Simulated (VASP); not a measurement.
# Be2CoO3 (P6/mmm) in VASP: notebook

The runs below take Be2CoO3 through single point, relaxation of cell and atoms, with PBE.

All numbers are computed with VASP 6.6.1; they aren't measurements. Logs are shortened: lines on timing, memory, paths and dates and some standing lists are left out, and cuts for length are marked.

## Step 1: The cell of the first run

The structure is hexagonal, space group P6/mmm (No. 191). The conventional cell has a = 3.828 Å, b = 3.828 Å, c = 6.546 Å, α = 90.00°, β = 90.00°, γ = 120.00°. Be (site symmetry 6mm) has 1 Be at 2.14 Å and 6 O at 2.19 Å and 1 Co at 2.20 Å within 2.8 Å. Within 2.9 Å of Co (site symmetry 6/mmm) lie 2 Be at 2.20 Å. O (site symmetry mmm) has 4 O at 1.91 Å and 4 Be at 2.19 Å within 2.5 Å.

The cell was generated, and may not be a known phase.

## Step 2: Single point, PBE, collinear spin, ferromagnetic start

File INCAR:

```
SYSTEM = Be2CoO3
PREC = Accurate
ENCUT = 600
EDIFF = 1E-6
ISMEAR = 0
SIGMA = 0.15
LREAL = .FALSE.
LASPH = .TRUE.
NELM = 200
ALGO = Normal
ISIF = 2
LWAVE = .FALSE.
LCHARG = .FALSE.
ISPIN = 2
MAGMOM = 0 0 3 0 0 0
LORBIT = 11
LMAXMIX = 4
GGA = PE
NBANDS = 28
GGA_COMPAT = .FALSE.
```

File KPOINTS:

```
regular mesh
0
G
  4 4 2
  0 0 0
```

File POSCAR:

```
Be2CoO3
1.0
    3.8284206300      0.0000000000      0.0000000000
   -1.9142103150      3.3155095219      0.0000000000
    0.0000000000      0.0000000000      6.5458526655
Be Co O
2 1 3
Direct
    0.0000000000      0.0000000000      0.1631721395
    0.0000000000      0.0000000000      0.8368278605
    0.0000000000      0.0000000000      0.5000000000
    0.5000000000      0.0000000000      0.0000000000
    0.0000000000      0.5000000000      0.0000000000
    0.5000000000      0.5000000000      0.0000000000
```

Potentials or basis: VASP PAW PBE potentials, release 64 (Be, Co, O).

Command:

```
$ cat potpaw_PBE.64/Be/POTCAR potpaw_PBE.64/Co/POTCAR potpaw_PBE.64/O/POTCAR > POTCAR
$ mpirun -np 1 vasp_std > vasp.out
```

OUTCAR:

```text
SYSTEM = Be2CoO3
   PREC = Accurate
   ENCUT = 600
   EDIFF = 1E-6
   ISMEAR = 0
   LREAL = .FALSE.
   LASPH = .TRUE.
   NELM = 200
   ISIF = 2
   ISPIN = 2
   LORBIT = 11
   GGA = PE

 ion  position               nearest neighbor table
   1  0.000  0.000  0.163-   2 2.14   3 2.20
   2  0.000  0.000  0.837-   1 2.14   3 2.20
   3  0.000  0.000  0.500-   1 2.20   2 2.20
   4  0.500  0.000  0.000-   5 1.91   6 1.91   6 1.91   5 1.91
   5  0.000  0.500  0.000-   4 1.91   4 1.91   6 1.91   6 1.91
   6  0.500  0.500  0.000-   4 1.91   4 1.91   5 1.91   5 1.91

  LATTYP: Found a hexagonal cell.
 ALAT       =     3.8284206300
 C/A-ratio  =     1.7098049818

  Lattice vectors:

 A1 = (   3.8284206300,   0.0000000000,   0.0000000000)
 A2 = (  -1.9142103150,   3.3155095219,   0.0000000000)
 A3 = (   0.0000000000,   0.0000000000,   6.5458526655)

Analysis of symmetry for initial positions (statically):
=====================================================================
 Subroutine PRICEL returns:
 Original cell was already a primitive cell.

 Routine SETGRP: Setting up the symmetry group for a
 hexagonal supercell.

 Subroutine GETGRP returns: Found 24 space group operations
 (whereof 24 operations were pure point group operations)
 out of a pool of 24 trial point group operations.

The static configuration has the point symmetry D_6h.

Analysis of symmetry for dynamics (positions and initial velocities):
=====================================================================
 Subroutine PRICEL returns:
 Original cell was already a primitive cell.

 Routine SETGRP: Setting up the symmetry group for a
 hexagonal supercell.

 Subroutine GETGRP returns: Found 24 space group operations
 (whereof 24 operations were pure point group operations)
 out of a pool of 24 trial point group operations.

The dynamic configuration has the point symmetry D_6h.

Analysis of structural, dynamic, and magnetic symmetry:
=====================================================================
 Subroutine PRICEL returns:
 Original cell was already a primitive cell.

 Routine SETGRP: Setting up the symmetry group for a
 hexagonal supercell.

 Subroutine GETGRP returns: Found 24 space group operations
 (whereof 24 operations were pure point group operations)
 out of a pool of 24 trial point group operations.

The overall configuration has the point symmetry D_6h.

 Subroutine INISYM returns: Found 24 space group operations
 (whereof 24 operations are pure point group operations),
 and found     1 'primitive' translations

----------------------------------------------------------------------------------------

                                     Primitive cell

  volume of cell :      83.0876

  direct lattice vectors                    reciprocal lattice vectors
     3.828420630  0.000000000  0.000000000     0.261204318  0.150806383  0.000000000
    -1.914210315  3.315509522  0.000000000     0.000000000  0.301612767  0.000000000
     0.000000000  0.000000000  6.545852666     0.000000000  0.000000000  0.152768486

  length of vectors
     3.828420630  3.828420630  6.545852666     0.301612767  0.301612767  0.152768486

  position of ions in fractional coordinates (direct lattice)
     0.000000000  0.000000000  0.163172139
     0.000000000  0.000000000  0.836827861
     0.000000000  0.000000000  0.500000000
     0.500000000  0.000000000  0.000000000
     0.000000000  0.500000000  0.000000000
     0.500000000  0.500000000  0.000000000

  ion indices of the primitive-cell ions
   primitive index   ion index
                 1           1
                 2           2
                 3           3
                 4           4
                 5           5
                 6           6

[... 24 lines left out ...]
 Found      8 irreducible k-points:

 Following reciprocal coordinates:
            Coordinates               Weight
  0.000000  0.000000  0.000000      1.000000
  0.250000  0.000000  0.000000      6.000000
  0.500000  0.000000  0.000000      3.000000
  0.250000  0.250000  0.000000      6.000000
  0.000000  0.000000  0.500000      1.000000
  0.250000  0.000000  0.500000      6.000000
  0.500000  0.000000  0.500000      3.000000
  0.250000  0.250000  0.500000      6.000000
   k-points           NKPTS =      8   k-points in BZ     NKDIM =      8   number of bands    NBANDS=     28
   number of dos      NEDOS =    301   number of ions     NIONS =      6
   total plane-waves  NPLWV =  55296
   dimension x,y,z NGX =    32 NGY =   32 NGZ =   54
   dimension x,y,z NGXF=    64 NGYF=   64 NGZF=  108
   ions per type =               2   1   3
   NGX,Y,Z   is equivalent  to a cutoff of  13.90, 13.90, 13.71 a.u.
   NGXF,Y,Z  is equivalent  to a cutoff of  27.79, 27.79, 27.43 a.u.
 SYSTEM =  Be2CoO3
   PREC   = accura    normal or accurate (medium, high low for compatibility)
   ISTART =      0    job   : 0-new  1-cont  2-samecut
   ICHARG =      2    charge: 1-file 2-atom 10-const
   ISPIN  =      2    spin polarized calculation?
   LNONCOLLINEAR =      F non collinear calculations
   LSORBIT =      F    spin-orbit coupling
   LASPH  =      T    aspherical Exc in radial PAW
   ENCUT  =  600.0 eV  44.10 Ry    6.64 a.u.   7.65  7.65 13.07*2*pi/ulx,y,z
   NELM   =    200;   NELMIN=  2; NELMDL= -5     # of ELM steps
   EDIFF  = 0.1E-05   stopping-criterion for ELM
   LREAL  =      F    real-space projection
   EDIFFG = 0.1E-04   stopping-criterion for IOM
   NSW    =      0    number of steps for IOM
   IBRION =     -1    ionic relax: 0-MD 1-quasi-New 2-CG
   NFREE  =      0    steps in history (QN), initial steepest desc. (CG)
   ISIF   =      2    stress and relaxation
   ISYM   =      2    0-nonsym 1-usesym 2-fastsym
   POTIM  = 0.5000    time-step for ionic-motion
   TEBEG  =    0.0;   TEEND  =   0.0 temperature during run
   PSTRESS=    0.0 pullay stress
   NELECT =      31.0000    total number of electrons
   NUPDOWN=      -1.0000    fix difference up-down
   EMIN   =  10.00;   EMAX   =-10.00  energy-range for DOS
   EFERMI =   0.00;   METHOD = LEGACY
   ISMEAR =     0;   SIGMA  =   0.15  broadening in eV -4-tet -1-fermi 0-gaus
   EFERMI_NEDOS =   21; number of points for ismear=-14 and -15
   IALGO  =     38    algorithm
   IMIX   =      4    mixing-type and parameters
     AMIX     =   0.40;   BMIX     =  1.00
     AMIX_MAG =   1.60;   BMIX_MAG =  1.00
  volume/ion in A,a.u.               =      13.85        93.45
  Fermi-wavevector in a.u.,A,eV,Ry     =   1.178555  2.227147 18.898396  1.388993
  Thomas-Fermi vector in A             =   2.314882
   LORBIT       =     11    0 simple, 1 ext, 2 COOP (PROOUT), +10 PAW based schemes
   GGA     = PE    functional components
   LHFCALC =     F    Hartree Fock is set to
   AEXX    =    0.0000 exact exchange contribution
   IVDW    =     0    specifies the selected vdW correction
   LEPSILON=     F    determine dielectric tensor
   LRPA    =     F    only Hartree local field effects (RPA)
 spin polarized calculation
 Gauss-broadening in eV      SIGMA  =   0.15
  energy-cutoff  :      600.00
  volume of cell :       83.09
 maximum number of plane-waves:      2786
 NGX is ok and might be reduce to    32
   NGX = 15   NGY = 15   NGZ = 27

 number of electron      31.0000000 magnetization       2.0313067

 Free energy of the ion-electron system (eV)
  ---------------------------------------------------
  ext. energy  EPLUGINS =         0.00000000
  ---------------------------------------------------
  free energy    TOTEN  =       -22.21691731 eV

  energy without entropy =      -22.10130354  energy(sigma->0) =      -22.15911042

 E-fermi :   2.3615     XC(G=0):  -9.0728

 val. band max:        2.3597676950   @ k =   0.0000   0.0000   0.0000
 cond. band min:       2.4156790883   @ k =   0.2500   0.0000   0.0000
 fundamental gap:      0.0559113933
 Fermi energy:         2.3615119055

 spin component 1

 k-point     1 :       0.0000    0.0000    0.0000
  band No.  band energies     occupation
      1     -19.7552      1.00000
      2     -13.8651      1.00000
      3     -13.8651      1.00000
      4      -6.5742      1.00000
      5      -4.8682      1.00000
      6      -4.8682      1.00000
[... 229 lines left out ...]
     26      10.8525      0.00000
     27      11.0366      0.00000
 Fermi energy:         2.3615119055

 spin component 2

 k-point     1 :       0.0000    0.0000    0.0000
  band No.  band energies     occupation
      1     -19.7671      1.00000
      2     -13.8807      1.00000
      3     -13.8807      1.00000
      4      -6.5840      1.00000
      5      -4.8869      1.00000
      6      -4.8869      1.00000
[... 229 lines left out ...]
     26      11.0182      0.00000
     27      11.1781      0.00000
 [bands above 27 left out]

------------------------ aborting loop because EDIFF is reached ----------------------------------------

  FORCE on cell =-STRESS in cart. coord.  units (eV):
  Direction    XX          YY          ZZ          XY          YZ          ZX
  --------------------------------------------------------------------------------------
  -------------------------------------------------------------------------------------
  Total        0.1952484      0.1952484     -0.2698942     -0.0000000      0.0000000      0.0000000
  in kB        3.7649743      3.7649743     -5.2043682     -0.0000000      0.0000000      0.0000000
  external PRESSURE =       0.7751935 kB  Pullay stress =       0.0000000 kB

 VOLUME and BASIS-vectors are now :
 -----------------------------------------------------------------------------
  energy-cutoff  :      600.00
  volume of cell :       83.09
      direct lattice vectors                 reciprocal lattice vectors
     3.828420630  0.000000000  0.000000000     0.261204318  0.150806383  0.000000000
    -1.914210315  3.315509522  0.000000000     0.000000000  0.301612767  0.000000000
     0.000000000  0.000000000  6.545852666     0.000000000  0.000000000  0.152768486

 POSITION                                       TOTAL-FORCE (eV/Angst)
 -----------------------------------------------------------------------------------
      0.00000      0.00000      1.06810         0.000000     -0.000000     -0.073225
      0.00000      0.00000      5.47775        -0.000000      0.000000      0.073225
      0.00000      0.00000      3.27293         0.000000     -0.000000     -0.000000
      1.91421      0.00000      0.00000         0.000000     -0.000000     -0.000000
     -0.95711      1.65775      0.00000         0.000000     -0.000000     -0.000000
      0.95711      1.65775      0.00000         0.000000     -0.000000     -0.000000
 -----------------------------------------------------------------------------------
    total drift:                               -0.000000      0.000000     -0.000000

  FREE ENERGIE OF THE ION-ELECTRON SYSTEM (eV)
  ---------------------------------------------------
  free  energy   TOTEN  =       -22.2169173051 eV

  energy  without entropy=      -22.1013035419  energy(sigma->0) =      -22.15911042

 total charge

# of ion       s       p       d       tot
------------------------------------------
    1        0.337   0.346   0.000   0.683
    2        0.337   0.346   0.000   0.683
    3        0.510   0.086   7.258   7.855
    4        1.644   3.146   0.000   4.790
    5        1.644   3.146   0.000   4.790
    6        1.644   3.146   0.000   4.790
--------------------------------------------------
tot          6.118  10.217   7.258  23.592

 magnetization (x)

# of ion       s       p       d       tot
------------------------------------------
    1       -0.004  -0.013   0.000  -0.017
    2       -0.004  -0.013   0.000  -0.017
    3        0.081   0.004   1.880   1.965
    4       -0.001  -0.007   0.000  -0.008
    5       -0.001  -0.007   0.000  -0.008
    6       -0.001  -0.007   0.000  -0.008
--------------------------------------------------
tot          0.071  -0.043   1.880   1.908
```

Wall time 40 s (1 thread of Intel Xeon 6975P-C (Granite Rapids), shared host); peak memory 0.28 GiB.

What came out:

```
Free energy                                           : -22.2169 eV
Pressure                                              : 0.1 GPa
Largest force                                         : 0.073 eV/Å
Net moment                                            : 2.03 μB per cell
Site moments                                          : Be -0.02; Co +1.97; O -0.01 μB
Valence electrons inside the program's atomic spheres : Be 0.68; Co 7.86; O 4.79
```

Forces in eV/Å, atoms in the order of the input:
```
Be   0.000  0.000 -0.073
Be   0.000  0.000  0.073
Co   0.000  0.000  0.000
O    0.000  0.000  0.000
O    0.000  0.000  0.000
O    0.000  0.000  0.000
```

Stress tensor (GPa, compression positive):
```
 0.38  0.00  0.00
 0.00  0.38  0.00
 0.00  0.00 -0.52
```

Caveat: the k points lie up to 0.48 Å⁻¹ apart; a cell with one magnetic atom can't hold antiferromagnetic order, which such compounds often take; semilocal functionals often make such compounds metallic where correlation or magnetic order opens a gap, which also shifts bond lengths.

## Step 3: Relaxation of cell and atoms, PBE, collinear spin, ferromagnetic start

This run uses another cell than the first one, of 10.45 Å³/atom.

File INCAR:

```
SYSTEM = Be2CoO3
  PREC = Accurate
  ENCUT = 600
  EDIFF = 1E-7
  ISMEAR = 0
  SIGMA = 0.15
  LREAL = .False.
  LASPH = .True.
  NELM = 200
  ALGO = Normal
  ISIF = 3
  LWAVE = .False.
  LCHARG = .False.
  ISPIN = 2
  MAGMOM = 0 0 3 0 0 0
  LORBIT = 11
  LMAXMIX = 4
  GGA = PE
  IBRION = 2
  NSW = 36
  EDIFFG = -0.08
  GGA_COMPAT = .False.
  NELMIN = 4
```

File KPOINTS:

```
regular mesh
0
Gamma
  4 4 2
  0 0 0
```

File POSCAR:

```
Be2CoO3
1.0
    3.2093020000      0.0000000000      0.0000000000
   -1.6046510000      2.7793370600      0.0000000000
    0.0000000000      0.0000000000      7.0304628900
Be Co O
2 1 3
Direct
    0.0000000000      0.0000000000      0.1306212700
    0.0000000000      0.0000000000      0.8693787300
    0.0000000000      0.0000000000      0.5000000000
    0.5000000000      0.0000000000      0.0000000000
    0.0000000000      0.5000000000      0.0000000000
    0.5000000000      0.5000000000      0.0000000000
```

Potentials or basis: VASP PAW PBE potentials, release 64 (Be, Co, O).

Command:

```
$ cat potpaw_PBE.64/Be/POTCAR potpaw_PBE.64/Co/POTCAR potpaw_PBE.64/O/POTCAR > POTCAR
$ mpirun -np 1 vasp_std > vasp.out
```

It took 6.2 min on 1 thread of Intel Xeon 6975P-C (Granite Rapids), shared host; peak memory 0.25 GiB.

The run converged. Its results:

```yaml
Free_energy: -22.1909 eV
Relaxed_volume: 13.69 Å³/atom
Relaxed_cell: a = 3.819 Å, b = 3.819 Å, c = 6.504 Å, α = 90.00°, β = 90.00°, γ = 120.00°
Space_group_after_relaxing_to_0.1_Å: P6/mmm (No. 191)
Energy_gained_by_relaxing: 957.1 meV/atom
Ionic_steps: 12
Pressure_after_relaxing: 0.2 GPa
Largest_force_after_relaxing: 0.023 eV/Å
Net_moment: 2.47 μB per cell
Site_moments: Be -0.04; Co +1.95; O +0.15 μB
Valence_electrons_inside_the_program's_atomic_spheres: Be 0.69; Co 7.87; O 4.80
```

Forces on the atoms (eV/Å):
```
Be   0.000  0.000  0.023
Be   0.000  0.000 -0.023
Co   0.000  0.000  0.000
O    0.000  0.000  0.000
O    0.000  0.000  0.000
O    0.000  0.000  0.000
```

Stress tensor (GPa, compression positive):
```
0.13 0.00 0.00
0.00 0.13 0.00
0.00 0.00 0.44
```

The path:
```
step  energy change (eV)  largest force (eV/Å)  pressure (GPa)  volume (Å³)
   1              0.0000                5.0041           59.81        62.71
   2             -4.1688                0.6858          -13.43       103.59
   3             -5.4695                0.4392            0.50        85.95
   4             -5.4957                0.2337           -2.34        89.16
   5             -5.4987                0.1494           -2.58        89.74
   6             -5.4977                0.0941           -3.10        90.33
   7             -5.6364                0.2267           -2.23        87.62
   8             -5.7212                0.3861           -1.03        84.51
   9             -5.7240                0.4359           -0.53        83.62
  10             -5.7242                0.4246           -0.67        83.82
  11             -5.7414                0.1285           -0.07        82.62
  12             -5.7428                0.0226            0.23        82.15
```

Final structure:
```yaml
crystal:
  lattice:
    - [3.81902, 0.00000, 0.00000]
    - [-1.90951, 3.30737, 0.00000]
    - [0.00000, 0.00000, 6.50353]
  atoms:
    - { symbol: Be, position: [0.00000, 0.00000, 0.16344] }
    - { symbol: Be, position: [0.00000, 0.00000, 0.83656] }
    - { symbol: Co, position: [0.00000, 0.00000, 0.50000] }
    - { symbol: O, position: [0.50000, 0.00000, 0.00000] }
    - { symbol: O, position: [0.00000, 0.50000, 0.00000] }
    - { symbol: O, position: [0.50000, 0.50000, 0.00000] }
```

Levels at points of the mesh, in eV from the Fermi level:
Spin up:
```tsv
k point	band 15	band 16	band 17	band 18	band 19	band 20
(0.00, 0.00, 0.00)	-1.37	0.00	0.30	0.69	2.23	2.23
(0.50, 0.00, 0.00)	-1.49	-1.30	-0.51	0.66	0.88	2.02
(0.00, 0.00, 0.50)	-1.34	-1.34	0.44	0.69	2.24	2.24
(0.50, 0.00, 0.50)	-1.67	-1.38	-0.36	0.57	1.44	2.02
```
Spin down:
```
           k point  band 12  band 13  band 14  band 15  band 16  band 17
(0.00, 0.00, 0.00)    -0.21    -0.21    -0.11     0.09     0.09     0.26
(0.50, 0.00, 0.00)    -2.17    -0.39    -0.19    -0.17     0.37     0.81
(0.00, 0.00, 0.50)    -0.34    -0.16    -0.16     0.10     0.10     0.30
(0.50, 0.00, 0.50)    -1.74    -0.65    -0.22    -0.18     0.37     0.48
```

Caveat: the k points lie up to 0.48 Å⁻¹ apart in the final cell; the volume moved by over 15 % at a fixed basis, so the end points are rough; a cell with one magnetic atom can't hold antiferromagnetic order, which such compounds often take; semilocal functionals often make such compounds metallic where correlation or magnetic order opens a gap, which also shifts bond lengths. With open d or f shells a metallic result of PBE can be an artefact of self-interaction; +U or a hybrid may open a gap.
